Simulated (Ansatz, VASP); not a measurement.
# La: VASP beside Ansatz

```xyz
1
Lattice="0.0000 2.6480 2.6480 2.6480 0.0000 2.6480 2.6480 2.6480 0.0000" Properties=species:S:1:pos:R:3 pbc="T T T"
La    0.0000    0.0000    0.0000
```

Alike in both runs: task electric field gradients; functional LDA; k mesh 12 × 12 × 12; occupations fermi-dirac, width 0.05 eV; no spin polarisation.

|  | VASP | Ansatz |
| --- | --- | --- |
| version | VASP 6.6.1 | Ansatz 0.2.0 |
| potentials or method | VASP PAW LDA potentials, release 64 (La) | PAW with Ansatz's default frozen-core files, scalar-relativistic |
| plane-wave cutoff (eV) | 520 | 420 |
| valence electrons in the cell | 11 | 11 |

```csv
,VASP,Ansatz,Ansatz less VASP
pressure (GPa),-3.7,-3.7,+0.06
```

LDA's correlation is that of Perdew and Zunger in VASP and of Perdew and Wang (1992) in Ansatz.

Spin-orbit coupling is off throughout.
